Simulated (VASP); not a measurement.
# Na6Cd2Mo (P6/mmm) in VASP: further runs, part 2 of 2

VASP 6.6.1. The steps go on from the part before.

## Step 3: Single point, PBE

This run uses another cell than the first one, of 31.50 Å³/atom.

Input file INCAR:

```
SYSTEM = Na6Cd2Mo
ALGO     = Fast           ! electronic algorithm
EDIFF    = 1E-6           ! SCF threshold, eV
ENCUT    = 520            ! plane-wave cutoff, eV
GGA      = PE             ! functional
ISIF     = 2              ! what is computed and relaxed
ISMEAR   = 0              ! smearing method
LASPH    = .True.         ! aspherical terms in the spheres
LCHARG   = .True.         ! write CHGCAR
LELF     = .True.         ! ELF
LREAL    = .False.        ! projectors in reciprocal space
LVHAR    = .True.       
LWAVE    = .False.        ! write WAVECAR
NBANDS   = 50             ! bands
NELM     = 100            ! most SCF steps
PREC     = Accurate       ! precision mode
SIGMA    = 0.1            ! smearing width, eV
```

Input file KPOINTS:

```
k-points
0
Gamma
  6 6 2
  0 0 0
```

Input file POSCAR:

```
Na6Cd2Mo
1.0
    5.0835326868      0.0000000000      0.0000000000
   -2.5417663434      4.4024684478      0.0000000000
    0.0000000000      0.0000000000     12.6671597836
Na Cd Mo
6 2 1
Direct
    0.3333333333      0.6666666667      0.7683962777
    0.6666666667      0.3333333333      0.7683962777
    0.6666666667      0.3333333333      0.2316037223
    0.3333333333      0.6666666667      0.2316037223
    0.3333333333      0.6666666667      0.5000000000
    0.6666666667      0.3333333333      0.5000000000
    0.3333333333      0.6666666667      0.0000000000
    0.6666666667      0.3333333333      0.0000000000
    0.0000000000      0.0000000000      0.0000000000
```

Potentials or basis: VASP PAW PBE potentials, release 64 (Na_pv, Cd, Mo_sv).

The run is started by

```sh
cat potpaw_PBE.64/Na_pv/POTCAR potpaw_PBE.64/Cd/POTCAR potpaw_PBE.64/Mo_sv/POTCAR > POTCAR
mpirun -np 1 vasp_std > vasp.out
```

OUTCAR:

```text
SYSTEM = Na6Cd2Mo
   EDIFF = 1E-6
   ENCUT = 520
   GGA = PE
   ISIF = 2
   ISMEAR = 0
   LASPH = .True.
   LREAL = .False.
   NELM = 100
   PREC = Accurate

 ion  position               nearest neighbor table
   1  0.333  0.667  0.768-   7 2.93
   2  0.667  0.333  0.768-   8 2.93
   3  0.667  0.333  0.232-   8 2.93
   4  0.333  0.667  0.232-   7 2.93
   5  0.333  0.667  0.500-
   6  0.667  0.333  0.500-
   7  0.333  0.667  0.000-   1 2.93   4 2.93   9 2.93   8 2.93   8 2.93   9 2.93   9 2.93   8 2.93

   8  0.667  0.333  0.000-   2 2.93   3 2.93   7 2.93   9 2.93   7 2.93   9 2.93   9 2.93   7 2.93
[... 948 lines left out ...]
  in kB        1.3233909      1.3233909      2.1023764      0.0000000      0.0000000      0.0000000
  external PRESSURE =       1.5830527 kB  Pullay stress =       0.0000000 kB

 VOLUME and BASIS-vectors are now :
 -----------------------------------------------------------------------------
  energy-cutoff  :      520.00
  volume of cell :      283.49
      direct lattice vectors                 reciprocal lattice vectors
     5.083532687  0.000000000  0.000000000     0.196713597  0.113572648  0.000000000
    -2.541766343  4.402468448  0.000000000     0.000000000  0.227145296  0.000000000
     0.000000000  0.000000000 12.667159784     0.000000000  0.000000000  0.078944295

 POSITION                                       TOTAL-FORCE (eV/Angst)
 -----------------------------------------------------------------------------------
     -0.00000      2.93498      9.73340        -0.000000      0.000000      0.000306
      2.54177      1.46749      9.73340         0.000000      0.000000      0.000306
      2.54177      1.46749      2.93376         0.000000     -0.000000     -0.000306
     -0.00000      2.93498      2.93376        -0.000000     -0.000000     -0.000306
     -0.00000      2.93498      6.33358         0.000000      0.000000      0.000000
      2.54177      1.46749      6.33358        -0.000000     -0.000000      0.000000
     -0.00000      2.93498      0.00000        -0.000000      0.000000      0.000000
      2.54177      1.46749      0.00000         0.000000     -0.000000      0.000000
      0.00000      0.00000      0.00000         0.000000     -0.000000      0.000000
 -----------------------------------------------------------------------------------
    total drift:                                0.000000     -0.000000      0.000000

  FREE ENERGIE OF THE ION-ELECTRON SYSTEM (eV)
  ---------------------------------------------------
  free  energy   TOTEN  =       -14.9074364155 eV

  energy  without entropy=      -14.8163796300  energy(sigma->0) =      -14.86190802
```

OSZICAR:

```text
N       E                     dE             d eps       ncg     rms          rms(c)
DAV:   1     0.833228974461E+03    0.83323E+03   -0.39916E+04  1400   0.165E+03
DAV:   2     0.483934504317E+02   -0.78484E+03   -0.76489E+03  1408   0.482E+02
DAV:   3    -0.125203616711E+02   -0.60914E+02   -0.57938E+02  1662   0.150E+02
DAV:   4    -0.154945048536E+02   -0.29741E+01   -0.25963E+01  1618   0.261E+01
DAV:   5    -0.156041383688E+02   -0.10963E+00   -0.10795E+00  1662   0.446E+00    0.602E+00
RMM:   6    -0.156860388615E+02   -0.81900E-01   -0.92930E-01  1664   0.397E+00    0.715E+00
RMM:   7    -0.153046012268E+02    0.38144E+00   -0.15387E+00  1725   0.285E+00    0.524E+00
RMM:   8    -0.149220556618E+02    0.38255E+00   -0.20890E-01  1585   0.170E+00    0.209E+00
RMM:   9    -0.149090731928E+02    0.12982E-01   -0.33030E-02  1660   0.906E-01    0.719E-01
RMM:  10    -0.149076225020E+02    0.14507E-02   -0.11035E-02  1831   0.461E-01    0.188E-01
RMM:  11    -0.149075999615E+02    0.22541E-04   -0.15935E-03  1781   0.194E-01    0.125E-01
RMM:  12    -0.149075064450E+02    0.93516E-04   -0.45702E-04  1886   0.981E-02    0.738E-02
RMM:  13    -0.149074950037E+02    0.11441E-04   -0.95602E-05  1930   0.496E-02    0.636E-02
RMM:  14    -0.149074393093E+02    0.55694E-04   -0.27660E-05  1649   0.269E-02    0.163E-02
RMM:  15    -0.149074367375E+02    0.25718E-05   -0.58962E-06  1452   0.129E-02    0.420E-03
RMM:  16    -0.149074364155E+02    0.32202E-06   -0.14536E-06  1068   0.676E-03
   1 F= -.14907436E+02 E0= -.14861908E+02  d E =-.910568E-01
```

stdout:

```text
POSCAR found type information on POSCAR NaCdMo
 POSCAR found :  3 types and       9 ions
 scaLAPACK will be used
 LDA part: xc-table for (Slater+PW92), standard interpolation
 POSCAR, INCAR and KPOINTS ok, starting setup
 FFT: planning ... GRIDC
 FFT: planning ... GRID_SOFT
 FFT: planning ... GRID
 WAVECAR not read
 entering main loop
```

It took 2.4 min on 1 thread of Intel Xeon 6975P-C (Granite Rapids), shared host; peak memory 0.49 GiB.

Results:

```yaml
Free_energy: -14.9074 eV
Pressure: 0.2 GPa
Band_gap_on_the_k_mesh: zero (bands 40 and 41 overlap by 0.11 eV)
```

Stress tensor (GPa, compression positive):
```
0.13 0.00 0.00
0.00 0.13 0.00
0.00 0.00 0.21
```

## Step 4: Relaxation of cell and atoms, PBE

Input file INCAR:

```
PREC = Accurate ; ENCUT = 600
EDIFF = 1E-6 ; ISMEAR = 0
SIGMA = 0.1 ; LREAL = F
LASPH = T ; NELM = 80
ALGO = Fast ; ISIF = 3
LWAVE = F ; LCHARG = F
GGA = PE ; IBRION = 2
NSW = 90 ; EDIFFG = -0.04
```

Input file KPOINTS:

```
Automatic mesh
0
Gamma
  6 6 2
```

Input file POSCAR:

```
Na6Cd2Mo
1.0
    4.9463702800      0.0000000000      0.0000000000
   -2.4731851400      4.2836823200      0.0000000000
    0.0000000000      0.0000000000     10.8495152200
Na Cd Mo
6 2 1
Direct
    0.3333333300      0.6666666700      0.7673967200
    0.6666666700      0.3333333300      0.7673967200
    0.6666666700      0.3333333300      0.2326032800
    0.3333333300      0.6666666700      0.2326032800
    0.3333333300      0.6666666700      0.5000000000
    0.6666666700      0.3333333300      0.5000000000
    0.3333333300      0.6666666700      0.0000000000
    0.6666666700      0.3333333300      0.0000000000
    0.0000000000      0.0000000000      0.0000000000
```

The run is started by

```sh
cat potpaw_PBE.64/Na_pv/POTCAR potpaw_PBE.64/Cd/POTCAR potpaw_PBE.64/Mo_sv/POTCAR > POTCAR
mpirun -np 1 vasp_std > vasp.out
```

It took 16 min on 1 thread of Intel Xeon 6975P-C (Granite Rapids), shared host; peak memory 0.5 GiB.

The run converged. Its results:

| Quantity | Value |
| --- | --- |
| Free energy | -14.8962 eV |
| Relaxed volume | 32.03 Å³/atom |
| Relaxed cell | a = 5.106 Å, b = 5.106 Å, c = 12.771 Å, α = 90.00°, β = 90.00°, γ = 120.00° |
| Space group after relaxing (to 0.1 Å) | P6/mmm (No. 191) |
| Energy gained by relaxing | 146.0 meV/atom |
| Ionic steps | 10 |
| Pressure after relaxing | -0.2 GPa |
| Largest force after relaxing | 0.015 eV/Å |
| Band gap on the k mesh | zero (bands 40 and 41 overlap by 0.11 eV) |

Forces on the atoms (eV/Å):
```
Na   0.000  0.000  0.015
Na   0.000  0.000  0.015
Na   0.000  0.000 -0.015
Na   0.000  0.000 -0.015
Na   0.000  0.000  0.000
Na   0.000  0.000  0.000
Cd   0.000  0.000  0.000
Cd   0.000  0.000  0.000
Mo   0.000  0.000  0.000
```

Step by step:
| step | energy change (eV) | largest force (eV/Å) | pressure (GPa) | volume (Å³) |
| --- | --- | --- | --- | --- |
| 1 | 0.0000 | 0.7733 | 6.09 | 229.89 |
| 2 | -1.1387 | 0.0665 | 1.39 | 263.38 |
| 3 | -1.2642 | 0.0614 | 0.26 | 277.20 |
| 4 | -1.2803 | 0.1034 | -0.18 | 284.06 |
| 5 | -1.2805 | 0.1113 | -0.28 | 285.54 |
| 6 | -1.2953 | 0.1082 | -0.07 | 283.47 |
| 7 | -1.2986 | 0.1069 | 0.09 | 282.03 |
| 8 | -1.3020 | 0.0987 | 0.06 | 282.66 |
| 9 | -1.3096 | 0.0692 | -0.02 | 284.53 |
| 10 | -1.3144 | 0.0152 | -0.17 | 288.31 |

Final structure:
```xyz
9
Lattice="5.1056 0.0000 0.0000 -2.5528 4.4216 0.0000 0.0000 0.0000 12.7715" Properties=species:S:1:pos:R:3 pbc="T T T"
Na    0.0000    2.9477    9.8162
Na    2.5528    1.4739    9.8162
Na    2.5528    1.4739    2.9553
Na    0.0000    2.9477    2.9553
Na    0.0000    2.9477    6.3857
Na    2.5528    1.4739    6.3857
Cd    0.0000    2.9477    0.0000
Cd    2.5528    1.4739    0.0000
Mo   -2.5528    4.4216    0.0000
```

Levels at points of the mesh, in eV from the Fermi level:
```
           k point  band 37  band 38  band 39  band 40  band 41  band 42  band 43  band 44
(0.00, 0.00, 0.00)    -1.55    -0.65    -0.45     0.03     0.03     1.08     1.79     3.46
(0.50, 0.00, 0.00)    -0.85    -0.33    -0.31    -0.08    -0.02    -0.02     0.00     0.26
(0.00, 0.00, 0.50)    -1.55    -1.55     0.00     0.03     0.03     1.68     1.79     2.80
(0.50, 0.00, 0.50)    -0.81    -0.61    -0.16    -0.08    -0.02     0.00     0.04     0.56
```

Caveat: the volume moved by over 15 % at a fixed basis, so the end points are rough.

## Step 5: Summary

| task | cell | cutoff (eV) | gap on the mesh (eV) | pressure (GPa) | largest force (eV/Å) |
| --- | --- | --- | --- | --- | --- |
| single point | a = 4.946, b = 4.946, c = 10.850 Å, angles 90.0, 90.0, 120.0°, 9 atoms | 520 | none | 6.1 | 0.77 |
| single point | a = 5.084, b = 5.084, c = 12.667 Å, angles 90.0, 90.0, 120.0°, 9 atoms | 520 | none | 0.2 | - |
| relaxation of cell and atoms | relaxed from a = 4.946, b = 4.946, c = 10.850 Å, angles 90.0, 90.0, 120.0°, 9 atoms | 600 | none | -0.2 | 0.02 |

Alike in all rows: level PBE; potentials or basis VASP PAW PBE potentials, release 64 (Na_pv, Cd, Mo_sv); no spin polarisation; k mesh 6 × 6 × 2; smearing gaussian 0.1 eV.

Caveats: the cell stands under pressure (at least some runs); the volume moved by over 15 % at a fixed basis, so the end points are rough (at least some runs).

Total energies depend on the potentials used, so only differences within one code and one set of settings carry meaning.
